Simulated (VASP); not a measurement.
# Si8SbO15 (a cell with a defect) in VASP: electric field gradients with PBE

Aim: the electric field gradients of Si8SbO15 (a cell with a defect) with PBE.

Program: VASP 6.6.1. These are calculated values, not measurements. Logs are shortened: lines on timing, memory, paths and dates and some standing lists are left out, and cuts for length are marked.

## 1. The cell of the first run

The cell holds a defect, 24 atoms: a = 8.544 Å, b = 8.544 Å, c = 7.061 Å, α = 65.60°, β = 65.60°, γ = 48.81°.

## 2. Electric field gradients, PBE, collinear spin

INCAR

```
PREC = Accurate
ENCUT = 520
EDIFF = 1E-8
ISMEAR = -1
SIGMA = 0.01
LREAL = Auto
LASPH = True
NELM = 150
ALGO = Normal
ISIF = 2
LWAVE = False
LCHARG = False
ISPIN = 2
MAGMOM = 0 0 0 0 0 0 0 0 1 0 0 0 0 0 0 0 0 0 0 0 0 0 0 0
LORBIT = 11
GGA = PE
LEFG = True
NBANDS = 86
```

KPOINTS

```
Automatic mesh
0
Gamma
  3 3 3
```

POSCAR

```
Si8SbO15
1.0
    0.0000000000      4.9926472100      6.9339264200
    4.9926472100      0.0000000000      6.9339264200
    4.9926472100      4.9926472100      0.0000000000
Si Sb O
8 1 15
Direct
    0.2500000000      0.2500000000      0.4486584000
    0.7500000000      0.7500000000      0.9486584000
    0.0736584000      0.6763416000      0.1250000000
    0.5736584000      0.1763416000      0.6250000000
    0.4263416000      0.8236584000      0.3750000000
    0.9263416000      0.3236584000      0.8750000000
    0.0000000000      0.0000000000      0.3013416000
    0.5000000000      0.5000000000      0.8013416000
    0.0939631750      0.2261453150      0.6674232750
    0.5939631750      0.7261453150      0.1674232750
    0.4761453150      0.3439631750      0.7624682350
    0.9761453150      0.8439631750      0.2624682350
    0.4060368250      0.2738546850      0.4875317650
    0.9060368250      0.7738546850      0.9875317650
    0.2075767250      0.8625317650      0.3988546850
    0.7075767250      0.3625317650      0.8988546850
    0.0238546850      0.1560368250      0.0825767250
    0.5238546850      0.6560368250      0.5825767250
    0.3874682350      0.0424232750      0.3511453150
    0.8874682350      0.5424232750      0.8511453150
    0.2924232750      0.6374682350      0.9689631750
    0.7924232750      0.1374682350      0.4689631750
    0.1125317650      0.4575767250      0.2810368250
    0.6125317650      0.9575767250      0.7810368250
```

Potentials or basis: VASP PAW PBE potentials, release 64 (Si, Sb, O).

On the command line:

```bash
$ cat potpaw_PBE.64/Si/POTCAR potpaw_PBE.64/Sb/POTCAR potpaw_PBE.64/O/POTCAR > POTCAR
$ mpirun -np 1 vasp_std > vasp.out
```

OUTCAR:

```text
PREC = Accurate
   ENCUT = 520
   EDIFF = 1E-8
   ISMEAR = -1
   LREAL = Auto
   LASPH = True
   NELM = 150
   ISIF = 2
   ISPIN = 2
   LORBIT = 11
   GGA = PE

 ion  position               nearest neighbor table
   1  0.250  0.250  0.449-  23 1.61  19 1.61   9 1.61  13 1.61   3 3.08   4 3.08   5 3.08   6 3.08

   2  0.750  0.750  0.949-  24 1.61  20 1.61  10 1.61  14 1.61   3 3.08   4 3.08   5 3.08   6 3.08

   3  0.074  0.676  0.125-  12 1.61  14 1.61  21 1.61  23 1.61   1 3.08   2 3.08   7 3.08   8 3.08
[... 16 lines left out ...]
  13  0.406  0.274  0.488-   4 1.61   1 1.61   9 2.66
  14  0.906  0.774  0.988-   3 1.61   2 1.61
  15  0.208  0.863  0.399-   7 1.61   5 1.61
  16  0.708  0.363  0.899-   8 1.61   6 1.61   9 2.64
  17  0.024  0.156  0.083-   6 1.61   7 1.61   9 2.62
  18  0.524  0.656  0.583-   5 1.61   8 1.61
  19  0.387  0.042  0.351-   1 1.61   5 1.61   9 2.61
  20  0.887  0.542  0.851-   2 1.61   6 1.61   9 2.61
  21  0.292  0.637  0.969-   8 1.61   3 1.61
  22  0.792  0.137  0.469-   7 1.61   4 1.61
  23  0.113  0.458  0.281-   1 1.61   3 1.61   9 2.64
  24  0.613  0.958  0.781-   2 1.61   4 1.61

 -----------------------------------------------------------------------------
|                                                                             |
|           W    W    AA    RRRRR   N    N  II  N    N   GGGG   !!!           |
|           W    W   A  A   R    R  NN   N  II  NN   N  G    G  !!!           |
|           W    W  A    A  R    R  N N  N  II  N N  N  G       !!!           |
|           W WW W  AAAAAA  RRRRR   N  N N  II  N  N N  G  GGG   !            |
|           WW  WW  A    A  R   R   N   NN  II  N   NN  G    G                |
|           W    W  A    A  R    R  N    N  II  N    N   GGGG   !!!           |
|                                                                             |
|     The distance between some ions is very small. Please check the          |
|     nearest-neighbor list in the OUTCAR file.                               |
|     I HOPE YOU KNOW WHAT YOU ARE DOING!                                     |
|                                                                             |
 -----------------------------------------------------------------------------

  LATTYP: Found a body centered tetragonal cell.
 ALAT       =     7.0606693965
 C/A-ratio  =     1.9640988781

  Lattice vectors:

 A1 = (  -4.9926472100,   0.0000000000,   6.9339264200)
 A2 = (   4.9926472100,   0.0000000000,   6.9339264200)
 A3 = (   0.0000000000,   4.9926472100,  -6.9339264200)

Analysis of symmetry for initial positions (statically):
=====================================================================
 Subroutine PRICEL returns:
 Original cell was already a primitive cell.

 Routine SETGRP: Setting up the symmetry group for a
 body centered tetragonal supercell.

 Subroutine GETGRP returns: Found  1 space group operations
 (whereof  1 operations were pure point group operations)
 out of a pool of 16 trial point group operations.

The static configuration has the point symmetry C_1 .

Analysis of symmetry for dynamics (positions and initial velocities):
=====================================================================
 Subroutine PRICEL returns:
 Original cell was already a primitive cell.

 Routine SETGRP: Setting up the symmetry group for a
 body centered tetragonal supercell.

 Subroutine GETGRP returns: Found  1 space group operations
 (whereof  1 operations were pure point group operations)
 out of a pool of 16 trial point group operations.

The dynamic configuration has the point symmetry C_1 .

Analysis of structural, dynamic, and magnetic symmetry:
=====================================================================
 Subroutine PRICEL returns:
 Original cell was already a primitive cell.

 Routine SETGRP: Setting up the symmetry group for a
 body centered tetragonal supercell.

 Subroutine GETGRP returns: Found  1 space group operations
 (whereof  1 operations were pure point group operations)
 out of a pool of 16 trial point group operations.

The overall configuration has the point symmetry C_1 .

 Subroutine INISYM returns: Found  1 space group operations
 (whereof  1 operations are pure point group operations),
 and found     1 'primitive' translations

----------------------------------------------------------------------------------------

                                     Primitive cell

  volume of cell :     345.6774

  direct lattice vectors                    reciprocal lattice vectors
     0.000000000  4.992647210  6.933926420    -0.100147272  0.100147272  0.072109216
     4.992647210  0.000000000  6.933926420     0.100147272 -0.100147272  0.072109216
[... 151 lines left out ...]
  volume of cell :      345.68
 maximum number of plane-waves:      9334
   NGX = 31   NGY = 31   NGZ = 27

 number of electron     127.0000020 magnetization       1.0000000

 Free energy of the ion-electron system (eV)
  ---------------------------------------------------
  ext. energy  EPLUGINS =         0.00000000
  ---------------------------------------------------
  free energy    TOTEN  =      -153.00967616 eV

  energy without entropy =     -153.00528070  energy(sigma->0) =     -153.00747843

 E-fermi :   3.0405     XC(G=0):  -8.6297

 val. band max:        3.0335855335   @ k =  -0.3333  -0.0000   0.3333
 cond. band min:       3.0415178409   @ k =   0.0000  -0.3333  -0.3333
 fundamental gap:      0.0079323073
 Fermi energy:         3.0405037116

 spin component 1

 k-point     1 :       0.0000    0.0000    0.0000
  band No.  band energies     occupation
      1     -18.6434      1.00000
      2     -17.8361      1.00000
      3     -17.7832      1.00000
      4     -17.7610      1.00000
      5     -17.7483      1.00000
      6     -17.7329      1.00000
[... 1081 lines left out ...]
     74      10.2685      0.00000
     75      10.3839      0.00000
 Fermi energy:         3.0405037116

 spin component 2

 k-point     1 :       0.0000    0.0000    0.0000
  band No.  band energies     occupation
      1     -18.6178      1.00000
      2     -17.7842      1.00000
      3     -17.7642      1.00000
      4     -17.7394      1.00000
      5     -17.7273      1.00000
      6     -17.7059      1.00000
[... 1081 lines left out ...]
     74      10.3125      0.00000
     75      10.4300      0.00000
 [bands above 75 left out]

------------------------ aborting loop because EDIFF is reached ----------------------------------------

  FORCE on cell =-STRESS in cart. coord.  units (eV):
  Direction    XX          YY          ZZ          XY          YZ          ZX
  --------------------------------------------------------------------------------------
  -------------------------------------------------------------------------------------
  Total      130.3179925     21.4398220     77.1974478     20.2041967    -16.3595903    -67.8590721
  in kB      604.0097945     99.3712551    357.8018175     93.6442657    -75.8249308   -314.5194565
  external PRESSURE =     353.7276224 kB  Pullay stress =       0.0000000 kB

 VOLUME and BASIS-vectors are now :
 -----------------------------------------------------------------------------
  energy-cutoff  :      520.00
  volume of cell :      345.68
      direct lattice vectors                 reciprocal lattice vectors
     0.000000000  4.992647210  6.933926420    -0.100147272  0.100147272  0.072109216
     4.992647210  0.000000000  6.933926420     0.100147272 -0.100147272  0.072109216
     4.992647210  4.992647210  0.000000000     0.100147272  0.100147272 -0.072109216

 POSITION                                       TOTAL-FORCE (eV/Angst)
 -----------------------------------------------------------------------------------
      3.48815      3.48815      3.46696       -30.493121     -9.486557     37.226353
      8.48080      8.48080     10.40089         0.285731      0.069043      0.049485
      4.00082      0.99183      5.20044        -0.001035     -0.188979      0.179271
      4.00082      5.98448      5.20044        -0.091465     -0.036698      0.185980
      5.98448      4.00082      8.66741        -0.019602     -0.178539      0.224365
      5.98448      8.99346      8.66741        46.218073      6.453562    -15.805873
[... 16 lines left out ...]
      3.68764      1.96495      3.95309        -0.499345     -1.311302      0.919206
      8.68028      6.95760     10.88702        -0.009091     -0.231269     -0.242289
 -----------------------------------------------------------------------------------
    total drift:                               -0.004077      0.008542      0.008040

  FREE ENERGIE OF THE ION-ELECTRON SYSTEM (eV)
  ---------------------------------------------------
  free  energy   TOTEN  =      -153.0096761573 eV

  energy  without entropy=     -153.0052807044  energy(sigma->0) =     -153.00747843

 Electric field gradients (V/A^2)
---------------------------------------------------------------------
 ion       V_xx      V_yy      V_zz      V_xy      V_xz      V_yz
---------------------------------------------------------------------
   1      -4.561    46.350   -41.789   -17.473    66.499    22.633
   2      -2.583     1.171     1.412     0.823    -4.498     2.767
   3      -0.325    -0.367     0.692     0.327    -3.772    -1.799
   4      -0.360    -0.643     1.003    -0.781    -2.263    -2.300
   5      -0.627     0.484     0.142    -0.130     2.832     2.848
   6     -86.438    49.020    37.418   -14.935    41.116     4.484
[... 16 lines left out ...]
  23     -38.125    34.246     3.880   -18.643     6.344   -50.827
  24     -47.521    44.402     3.119   -19.156    13.791   -56.428
---------------------------------------------------------------------

 Electric field gradients after diagonalization (V/A^2)
 (convention: |V_zz| > |V_xx| > |V_yy|)
----------------------------------------------------------------------
 ion       V_xx      V_yy      V_zz     asymmetry (V_yy - V_xx)/ V_zz
----------------------------------------------------------------------
   1      52.027    45.871   -97.898       0.063
   2       5.290     0.904    -6.194       0.708
   3      -3.896    -0.611     4.506       0.729
   4       3.284     0.283    -3.567       0.841
   5       4.030     0.057    -4.087       0.972
   6      50.647    49.824  -100.471       0.008
[... 16 lines left out ...]
  23     -44.587   -30.630    75.217       0.186
  24     -51.639   -36.318    87.957       0.174
----------------------------------------------------------------------

           NMR quadrupolar parameters

 Cq : quadrupolar parameter    Cq=e*Q*V_zz/h
 eta: asymmetry parameters     (V_yy - V_xx)/ V_zz
 Q  : nuclear electric quadrupole moment in mb (millibarn)
----------------------------------------------------------------------
 ion       Cq(MHz)       eta       Q (mb)
----------------------------------------------------------------------
   1      -0.237       0.063       1.000
   2      -0.015       0.708       1.000
   3       0.011       0.729       1.000
   4      -0.009       0.841       1.000
   5      -0.010       0.972       1.000
   6      -0.243       0.008       1.000
[... 16 lines left out ...]
  23       0.182       0.186       1.000
  24       0.213       0.174       1.000
----------------------------------------------------------------------

 total charge

# of ion       s       p       d       tot
------------------------------------------
    1        0.821   1.308   0.000   2.128
    2        0.650   1.013   0.000   1.663
    3        0.649   1.012   0.000   1.661
    4        0.647   1.011   0.000   1.658
    5        0.646   1.011   0.000   1.657
    6        0.825   1.305   0.000   2.130
[... 16 lines left out ...]
   23        1.562   3.694   0.000   5.256
   24        1.550   3.707   0.000   5.257
--------------------------------------------------
tot         30.250  66.787   0.086  97.123

 magnetization (x)

# of ion       s       p       d       tot
------------------------------------------
    1       -0.001   0.008   0.000   0.007
    2        0.001   0.002   0.000   0.003
    3        0.001   0.002   0.000   0.002
    4       -0.000   0.000   0.000   0.000
    5        0.000  -0.000   0.000  -0.000
    6       -0.001   0.011   0.000   0.010
[... 16 lines left out ...]
   23        0.004   0.045   0.000   0.049
   24        0.000   0.002   0.000   0.002
--------------------------------------------------
tot          0.019   0.619   0.002   0.640
```

Run time: 25 min. Hardware: 1 thread of Intel Xeon 6975P-C (Granite Rapids), shared host; peak memory 0.96 GiB.

Results:

| Property | Result |
| --- | --- |
| Free energy | -153.0097 eV |
| Pressure | 35.4 GPa |
| Largest force | 49.271 eV/Å |
| Band gap on the k mesh | zero (filled and empty bands overlap) |
| Net moment | 1.00 μB per cell |
| Site moments | Si +0.01, +0.00, -0.00 (each value once); Sb +0.34; O +0.00, +0.04, +0.03, +0.01, +0.05 (each value once) μB |
| Largest electric field gradient by atom | Si -97.9, -6.2, +4.5, -3.6, -4.1, -100.5, -2.7, +4.9; Sb -1344.4; O +88.3, +88.6, +88.5, +81.2, +88.4, +88.8, +78.3, +75.0, +87.8, +84.9, +74.8, +87.3, +87.6, +75.2, +88.0 V/Å² |
| Valence electrons inside the program's atomic spheres | Si 2.13, 1.66 (each value once); Sb 4.04; O 5.26 |

Forces on the atoms (eV/Å):
```
Si  -30.493  -9.487  37.226
Si    0.286   0.069   0.049
Si   -0.001  -0.189   0.179
Si   -0.091  -0.037   0.186
Si   -0.020  -0.179   0.224
Si   46.218   6.454 -15.806
Si    0.084   0.072   0.000
Si    0.087   0.119  -0.116
Sb  -17.556   3.373 -24.257
O    -0.214   0.029  -0.293
O     0.144  -0.043  -0.245
O     0.141  -0.009  -0.260
O    -0.483   0.400   2.040
O     0.035  -0.171   0.244
O    -0.049   0.215  -0.269
O     1.688  -0.754  -1.564
O     1.414   1.583  -0.491
O    -0.038   0.201   0.250
O    -2.709   0.042   1.067
O     1.668  -0.193   0.710
O     0.211  -0.030   0.246
O     0.186   0.077   0.203
O    -0.499  -1.311   0.919
O    -0.009  -0.231  -0.242
```

Levels at points of the mesh, in eV from the Fermi level:
Spin up:
```csv
k point,band 60,band 61,band 62,band 63,band 64,band 65,band 66,band 67,band 68,band 69
"(0.00, 0.00, 0.00)",-2.63,-2.41,-1.43,-0.46,-0.25,3.78,5.67,5.89,6.60,6.63
```
Spin down:
```csv
k point,band 59,band 60,band 61,band 62,band 63,band 64,band 65,band 66,band 67,band 68
"(0.00, 0.00, 0.00)",-2.69,-2.61,-2.38,-1.25,0.02,0.09,3.81,5.86,6.08,6.63
```

Electric field gradients, principal values (V/Å²):
```
atom    least    middle  greatest (by size)
1 Si   45.871    52.027             -97.898
2 Si    0.904     5.290              -6.194
3 Si   -0.611    -3.896               4.506
4 Si    0.283     3.284              -3.567
5 Si    0.057     4.030              -4.087
6 Si   49.824    50.647            -100.471
7 Si    0.477     2.232              -2.709
8 Si   -1.388    -3.555               4.943
9 Sb  295.707  1048.670           -1344.377
10 O  -38.195   -50.140              88.335
11 O  -36.725   -51.868              88.593
12 O  -36.840   -51.710              88.550
13 O  -33.356   -47.843              81.198
14 O  -37.217   -51.222              88.439
15 O  -37.687   -51.063              88.750
16 O  -27.501   -50.838              78.339
17 O  -29.288   -45.693              74.981
18 O  -37.347   -50.418              87.765
19 O  -32.088   -52.767              84.855
20 O  -32.436   -42.396              74.832
21 O  -36.004   -51.321              87.324
22 O  -36.789   -50.785              87.574
23 O  -30.630   -44.587              75.217
24 O  -36.318   -51.639              87.957
```

Caveat: atoms lie so close that the PAW spheres overlap strongly, which falsifies energies and pressures; without QUAD_EFG the Cq values of the log hold for a quadrupole moment of 1 mb, not for the nuclei; spin-orbit coupling is left out, which moves the levels of the heavy elements.
